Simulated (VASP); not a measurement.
Here is a VASP 6.6.1 calculation.

Contents of POSCAR:

```
BeTe
1.0
    0.0000000000      2.8286236255      2.8569098617
    2.8286236255      0.0000000000      2.8569098617
    2.8286236255      2.8286236255      0.0000000000
Be Te
1 1
Direct
    0.0000000000      0.0000000000      0.0000000000
    0.2500000000      0.2500000000      0.2500000000
```

The input INCAR.step1:

```
SYSTEM = BeTe
ALGO = Normal
EDIFF = 1E-4
ENCUT = 520
GGA = PE
ISMEAR = 0
LASPH = .TRUE.
LCHARG = .FALSE.
LREAL = .FALSE.
LWAVE = .TRUE.
NBANDS = 11
NELM = 80
PREC = Accurate
SIGMA = 0.01
```

Contents of INCAR.step2:

```
SYSTEM = BeTe
ALGO = Normal
EDIFF = 1E-6
ENCUT = 520
ISIF = 2
ISMEAR = 0
ISTART = 1
LASPH = .TRUE.
LCHARG = .FALSE.
LMIXTAU = .TRUE.
LREAL = .FALSE.
LWAVE = .FALSE.
METAGGA = R2SCAN
NBANDS = 11
NELM = 80
PREC = Accurate
SIGMA = 0.01
```

File KPOINTS:

```
k-points
0
G
  8 8 8
  0 0 0
```

Potentials or basis: VASP PAW PBE potentials, release 64 (Be, Te).

The run is started by

```bash
$ cat potpaw_PBE.64/Be/POTCAR potpaw_PBE.64/Te/POTCAR > POTCAR
$ cp INCAR.step1 INCAR
$ mpirun -np 1 vasp_std > vasp.out
$ cp INCAR.step2 INCAR
$ mpirun -np 1 vasp_std > vasp.out
```

(1) Estimate the pressure.

(2) What does it give for the band gap on the k mesh?

Answers

(1) -0.4 GPa.

(2) 2.35 eV (least direct gap 4.02 eV).

Caveat: the cell differs from its parent crystal (uniaxial z strain +1.0%); the PAW data sets were made with another functional, which shifts forces and pressure a little; spin-orbit coupling is left out, which moves the levels of the heavy elements.
